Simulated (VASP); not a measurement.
# Sn3GeSe8 (a cell with a defect) in VASP: single point with PBE

Aim: the single point of Sn3GeSe8 (a cell with a defect) with PBE.

All numbers are computed with VASP 6.6.1; they aren't measurements. Logs are shortened: lines on timing, memory, paths and dates and some standing lists are left out, and cuts for length are marked.

### Step 1. The cell of the first run

The cell holds a defect, 12 atoms: a = 7.622 Å, b = 7.622 Å, c = 6.136 Å, α = 90.00°, β = 90.00°, γ = 120.00°.

### Step 2. Single point, PBE

Contents of INCAR:

```
SYSTEM = Sn3GeSe8
PREC = Accurate
ENCUT = 410
EDIFF = 1E-6
ISMEAR = -1
SIGMA = 0.02
LREAL = .FALSE.
LASPH = .TRUE.
NELM = 120
ALGO = Normal
ISIF = 2
LWAVE = .FALSE.
LCHARG = .TRUE.
GGA = PE
LELF = .TRUE.
LVHAR = .TRUE.
NBANDS = 64
GGA_COMPAT = .FALSE.
```

Contents of KPOINTS:

```
regular mesh
0
G
  3 3 2
  0 0 0
```

Contents of POSCAR:

```
Sn3GeSe8
1.0
    7.6220002150      0.0000000000      0.0000000000
   -3.8110001075      6.6008458138      0.0000000000
    0.0000000000      0.0000000000      6.1360000000
Ge Se Sn
1 8 3
Direct
    0.0000000000      0.0000000000      0.0000000000
    0.1605065274      0.3210130548      0.2531250740
    0.3210130548      0.1605065274      0.7468749260
    0.1605065274      0.8394934726      0.2531250740
    0.3333333333      0.6666666667      0.7374291470
    0.6666666667      0.3333333333      0.2625708530
    0.8394934726      0.1605065274      0.7468749260
    0.6789869452      0.8394934726      0.2531250740
    0.8394934726      0.6789869452      0.7468749260
    0.0000000000      0.5000000000      0.0000000000
    0.5000000000      0.0000000000      0.0000000000
    0.5000000000      0.5000000000      0.0000000000
```

Potentials or basis: VASP PAW PBE potentials, release 64 (Ge_d, Se, Sn_d).

Command:

```sh
$ cat potpaw_PBE.64/Ge_d/POTCAR potpaw_PBE.64/Se/POTCAR potpaw_PBE.64/Sn_d/POTCAR > POTCAR
$ mpirun -np 1 vasp_std > vasp.out
```

OUTCAR:

```text
SYSTEM = Sn3GeSe8
   PREC = Accurate
   ENCUT = 410
   EDIFF = 1E-6
   ISMEAR = -1
   LREAL = .FALSE.
   LASPH = .TRUE.
   NELM = 120
   ISIF = 2
   GGA = PE

 ion  position               nearest neighbor table
   1  0.000  0.000  0.000-   2 2.63   9 2.63   8 2.63   3 2.63   4 2.63   7 2.63
   2  0.161  0.321  0.253-   1 2.63  12 2.73  10 2.73
   3  0.321  0.161  0.747-   1 2.63  12 2.73  11 2.73
   4  0.161  0.839  0.253-   1 2.63  10 2.73  11 2.73
   5  0.333  0.667  0.737-  11 2.73  10 2.73  12 2.73
   6  0.667  0.333  0.263-  11 2.73  10 2.73  12 2.73
   7  0.839  0.161  0.747-   1 2.63  10 2.73  11 2.73
   8  0.679  0.839  0.253-   1 2.63  12 2.73  11 2.73
   9  0.839  0.679  0.747-   1 2.63  12 2.73  10 2.73
  10  0.000  0.500  0.000-   5 2.73   6 2.73   4 2.73   7 2.73   2 2.73   9 2.73
  11  0.500  0.000  0.000-   5 2.73   6 2.73   4 2.73   7 2.73   3 2.73   8 2.73
  12  0.500  0.500  0.000-   5 2.73   6 2.73   3 2.73   8 2.73   2 2.73   9 2.73

  LATTYP: Found a hexagonal cell.
 ALAT       =     7.6220002150
 C/A-ratio  =     0.8050380250

  Lattice vectors:

 A1 = (   7.6220002150,   0.0000000000,   0.0000000000)
 A2 = (  -3.8110001075,   6.6008458138,   0.0000000000)
 A3 = (   0.0000000000,   0.0000000000,   6.1360000000)

Analysis of symmetry for initial positions (statically):
=====================================================================
 Subroutine PRICEL returns:
 Original cell was already a primitive cell.

 Routine SETGRP: Setting up the symmetry group for a
 hexagonal supercell.

 Subroutine GETGRP returns: Found 12 space group operations
 (whereof 12 operations were pure point group operations)
 out of a pool of 24 trial point group operations.

The static configuration has the point symmetry D_3d.

Analysis of symmetry for dynamics (positions and initial velocities):
=====================================================================
 Subroutine PRICEL returns:
 Original cell was already a primitive cell.

 Routine SETGRP: Setting up the symmetry group for a
 hexagonal supercell.

 Subroutine GETGRP returns: Found 12 space group operations
 (whereof 12 operations were pure point group operations)
 out of a pool of 24 trial point group operations.

The dynamic configuration has the point symmetry D_3d.

 Subroutine INISYM returns: Found 12 space group operations
 (whereof 12 operations are pure point group operations),
 and found     1 'primitive' translations

----------------------------------------------------------------------------------------

                                     Primitive cell

  volume of cell :     308.7123

  direct lattice vectors                    reciprocal lattice vectors
     7.622000215  0.000000000  0.000000000     0.131199157  0.075747868  0.000000000
    -3.811000107  6.600845814  0.000000000     0.000000000  0.151495737  0.000000000
     0.000000000  0.000000000  6.136000000     0.000000000  0.000000000  0.162972621

  length of vectors
     7.622000215  7.622000215  6.136000000     0.151495737  0.151495737  0.162972621

  position of ions in fractional coordinates (direct lattice)
     0.000000000  0.000000000  0.000000000
     0.160506527  0.321013055  0.253125074
     0.321013055  0.160506527  0.746874926
     0.160506527  0.839493473  0.253125074
     0.333333333  0.666666667  0.737429147
     0.666666667  0.333333333  0.262570853
     0.839493473  0.160506527  0.746874926
     0.678986945  0.839493473  0.253125074
     0.839493473  0.678986945  0.746874926
     1.000000000  0.500000000  0.000000000
     0.500000000  0.000000000  0.000000000
     0.500000000  0.500000000  0.000000000

  ion indices of the primitive-cell ions
   primitive index   ion index
                 1           1
                 2           2
                 3           3
                 4           4
                 5           5
                 6           6
                 7           7
                 8           8
                 9           9
                10          10
                11          11
                12          12

----------------------------------------------------------------------------------------

 KPOINTS: regular mesh

Automatic generation of k-mesh.
 Grid dimensions read from file:
 generate k-points for:    3    3    2

 Generating k-lattice:

  Cartesian coordinates                     Fractional coordinates (reciprocal lattice)
     0.043733052  0.025249289  0.000000000     0.333333333 -0.000000000  0.000000000
     0.000000000  0.050498579  0.000000000     0.000000000  0.333333333  0.000000000
     0.000000000  0.000000000  0.081486310     0.000000000  0.000000000  0.500000000

  Length of vectors
     0.050498579  0.050498579  0.081486310

  Shift w.r.t. Gamma in fractional coordinates (k-lattice)
     0.000000000  0.000000000  0.000000000

 Subroutine IBZKPT returns following result:
 ===========================================

 Found      6 irreducible k-points:

 Following reciprocal coordinates:
            Coordinates               Weight
  0.000000  0.000000  0.000000      1.000000
  0.333333  0.000000  0.000000      6.000000
  0.333333  0.333333  0.000000      2.000000
  0.000000  0.000000  0.500000      1.000000
  0.333333  0.000000  0.500000      6.000000
  0.333333  0.333333  0.500000      2.000000
   k-points           NKPTS =      6   k-points in BZ     NKDIM =      6   number of bands    NBANDS=     64
   number of dos      NEDOS =    301   number of ions     NIONS =     12
   total plane-waves  NPLWV = 105000
   dimension x,y,z NGX =    50 NGY =   50 NGZ =   42
   dimension x,y,z NGXF=   100 NGYF=  100 NGZF=   84
   ions per type =               1   8   3
   NGX,Y,Z   is equivalent  to a cutoff of  10.91, 10.91, 11.38 a.u.
   NGXF,Y,Z  is equivalent  to a cutoff of  21.81, 21.81, 22.76 a.u.
 SYSTEM =  Sn3GeSe8
   PREC   = accura    normal or accurate (medium, high low for compatibility)
   ISTART =      0    job   : 0-new  1-cont  2-samecut
   ICHARG =      2    charge: 1-file 2-atom 10-const
   ISPIN  =      1    spin polarized calculation?
   LNONCOLLINEAR =      F non collinear calculations
   LSORBIT =      F    spin-orbit coupling
   LASPH  =      T    aspherical Exc in radial PAW
   ENCUT  =  410.0 eV  30.13 Ry    5.49 a.u.  12.58 12.58 10.13*2*pi/ulx,y,z
   NELM   =    120;   NELMIN=  2; NELMDL= -5     # of ELM steps
   EDIFF  = 0.1E-05   stopping-criterion for ELM
   LREAL  =      F    real-space projection
   EDIFFG = 0.1E-04   stopping-criterion for IOM
   NSW    =      0    number of steps for IOM
   IBRION =     -1    ionic relax: 0-MD 1-quasi-New 2-CG
   NFREE  =      0    steps in history (QN), initial steepest desc. (CG)
   ISIF   =      2    stress and relaxation
   ISYM   =      2    0-nonsym 1-usesym 2-fastsym
   POTIM  = 0.5000    time-step for ionic-motion
   TEBEG  =    0.0;   TEEND  =   0.0 temperature during run
   PSTRESS=    0.0 pullay stress
   NELECT =     104.0000    total number of electrons
   NUPDOWN=      -1.0000    fix difference up-down
   EMIN   =  10.00;   EMAX   =-10.00  energy-range for DOS
   EFERMI =   0.00;   METHOD = LEGACY
   ISMEAR =    -1;   SIGMA  =   0.02  broadening in eV -4-tet -1-fermi 0-gaus
   EFERMI_NEDOS =   21; number of points for ismear=-14 and -15
   IALGO  =     38    algorithm
   IMIX   =      4    mixing-type and parameters
     AMIX     =   0.40;   BMIX     =  1.00
     AMIX_MAG =   1.60;   BMIX_MAG =  1.00
  volume/ion in A,a.u.               =      25.73       173.61
  Fermi-wavevector in a.u.,A,eV,Ry     =   1.139116  2.152617 17.654721  1.297585
  Thomas-Fermi vector in A             =   2.275820
   LORBIT       =      0    0 simple, 1 ext, 2 COOP (PROOUT), +10 PAW based schemes
   GGA     = PE    functional components
   LHFCALC =     F    Hartree Fock is set to
   AEXX    =    0.0000 exact exchange contribution
   IVDW    =     0    specifies the selected vdW correction
   LEPSILON=     F    determine dielectric tensor
   LRPA    =     F    only Hartree local field effects (RPA)
 non-spin polarized calculation
  energy-cutoff  :      410.00
  volume of cell :      308.71
 maximum number of plane-waves:      5840
 NGX is ok and might be reduce to    50
   NGX = 25   NGY = 25   NGZ = 21

 number of electron     104.0000014 magnetization

 Free energy of the ion-electron system (eV)
  ---------------------------------------------------
  ext. energy  EPLUGINS =         0.00000000
  ---------------------------------------------------
  free energy    TOTEN  =       -47.23079517 eV

  energy without entropy =      -47.23077919  energy(sigma->0) =      -47.23078718

 E-fermi :   3.9860     XC(G=0):  -9.4327

 val. band max:        3.7827750765   @ k =   0.3333   0.0000   0.0000
 cond. band min:       4.1450168836   @ k =   0.0000   0.0000   0.5000
 fundamental gap:      0.3622418071
 Fermi energy:         3.9860173449

 k-point     1 :       0.0000    0.0000    0.0000
  band No.  band energies     occupation
      1     -20.8774      2.00000
      2     -20.8774      2.00000
      3     -20.8606      2.00000
      4     -20.8606      2.00000
      5     -20.8579      2.00000
      6     -17.4828      2.00000
[... 56 lines left out ...]
     63       8.8393      0.00000
     64       8.8410      0.00000

 k-point     2 :       0.3333    0.0000    0.0000
  band No.  band energies     occupation
      1     -20.8774      2.00000
      2     -20.8773      2.00000
      3     -20.8606      2.00000
      4     -20.8606      2.00000
      5     -20.8579      2.00000
      6     -17.4697      2.00000
[... 56 lines left out ...]
     63       8.9997      0.00000
     64       9.0943      0.00000

 k-point     3 :       0.3333    0.3333    0.0000
  band No.  band energies     occupation
      1     -20.8773      2.00000
      2     -20.8773      2.00000
      3     -20.8605      2.00000
      4     -20.8605      2.00000
      5     -20.8579      2.00000
      6     -17.4571      2.00000
[... 56 lines left out ...]
     63       9.0055      0.00000
     64       9.3013      0.00000

 k-point     4 :       0.0000    0.0000    0.5000
  band No.  band energies     occupation
      1     -20.8774      2.00000
      2     -20.8774      2.00000
      3     -20.8606      2.00000
      4     -20.8606      2.00000
      5     -20.8579      2.00000
      6     -17.4830      2.00000
[... 56 lines left out ...]
     63       8.3968      0.00000
     64       8.4096      0.00000

 k-point     5 :       0.3333    0.0000    0.5000
  band No.  band energies     occupation
      1     -20.8774      2.00000
      2     -20.8774      2.00000
      3     -20.8606      2.00000
      4     -20.8605      2.00000
      5     -20.8579      2.00000
      6     -17.4699      2.00000
[... 56 lines left out ...]
     63       9.0027      0.00000
     64       9.1018      0.00000

 k-point     6 :       0.3333    0.3333    0.5000
  band No.  band energies     occupation
      1     -20.8773      2.00000
      2     -20.8773      2.00000
      3     -20.8605      2.00000
      4     -20.8605      2.00000
      5     -20.8579      2.00000
      6     -17.4572      2.00000
[... 56 lines left out ...]
     63       9.3781      0.00000
     64       9.4208      0.00000

------------------------ aborting loop because EDIFF is reached ----------------------------------------

  FORCE on cell =-STRESS in cart. coord.  units (eV):
  Direction    XX          YY          ZZ          XY          YZ          ZX
  --------------------------------------------------------------------------------------
  -------------------------------------------------------------------------------------
  Total        2.3051453      2.3051453      2.3889853     -0.0000000      0.0000000     -0.0000000
  in kB       11.9634102     11.9634102     12.3985290     -0.0000000      0.0000000     -0.0000000
  external PRESSURE =      12.1084498 kB  Pullay stress =       0.0000000 kB

 VOLUME and BASIS-vectors are now :
 -----------------------------------------------------------------------------
  energy-cutoff  :      410.00
  volume of cell :      308.71
      direct lattice vectors                 reciprocal lattice vectors
     7.622000215  0.000000000  0.000000000     0.131199157  0.075747868  0.000000000
    -3.811000107  6.600845814  0.000000000     0.000000000  0.151495737  0.000000000
     0.000000000  0.000000000  6.136000000     0.000000000  0.000000000  0.162972621

 POSITION                                       TOTAL-FORCE (eV/Angst)
 -----------------------------------------------------------------------------------
      0.00000      0.00000      0.00000        -0.000000     -0.000000     -0.000000
      0.00000      2.11896      1.55318         0.000000     -0.043881     -0.000295
      1.83507      1.05948      4.58282        -0.038002     -0.021941      0.000295
     -1.97593      5.54137      1.55318        -0.038002      0.021941     -0.000295
     -0.00000      4.40056      4.52487        -0.000000     -0.000000     -0.005624
      3.81100      2.20028      1.61113        -0.000000     -0.000000      0.005624
      5.78693      1.05948      4.58282         0.038002     -0.021941      0.000295
      1.97593      5.54137      1.55318         0.038002      0.021941     -0.000295
      3.81100      4.48189      4.58282        -0.000000      0.043881      0.000295
     -1.90550      3.30042      0.00000        -0.000000     -0.000000     -0.000000
      3.81100      0.00000      0.00000        -0.000000     -0.000000     -0.000000
      1.90550      3.30042      0.00000        -0.000000     -0.000000     -0.000000
 -----------------------------------------------------------------------------------
    total drift:                                0.000000      0.000000     -0.000000

  FREE ENERGIE OF THE ION-ELECTRON SYSTEM (eV)
  ---------------------------------------------------
  free  energy   TOTEN  =       -47.2307951731 eV

  energy  without entropy=      -47.2307791850  energy(sigma->0) =      -47.23078718
```

Wall time 68 s (1 thread of AMD EPYC 9R45 (Zen 5), shared host); peak memory 0.32 GiB.

Results:

- Free energy: -47.2308 eV
- Pressure: 1.2 GPa
- Largest force: 0.044 eV/Å
- Band gap on the k mesh: 0.36 eV

Forces in eV/Å, atoms in the order of the input:
```
Ge   0.000  0.000  0.000
Se   0.000 -0.044  0.000
Se  -0.038 -0.022  0.000
Se  -0.038  0.022  0.000
Se   0.000  0.000 -0.006
Se   0.000  0.000  0.006
Se   0.038 -0.022  0.000
Se   0.038  0.022  0.000
Se   0.000  0.044  0.000
Sn   0.000  0.000  0.000
Sn   0.000  0.000  0.000
Sn   0.000  0.000  0.000
```

Levels at points of the mesh, in eV from the valence-band top:
```csv
k point,band 50,band 51,band 52,band 53,band 54,band 55
"(0.00, 0.00, 0.00)",-0.27,-0.18,-0.05,0.53,1.06,1.06
"(0.00, 0.00, 0.50)",-0.63,-0.11,-0.11,0.36,0.66,0.66
```

Caveat: the k points lie up to 0.51 Å⁻¹ apart; spin-orbit coupling is left out, which moves the levels of the heavy elements.
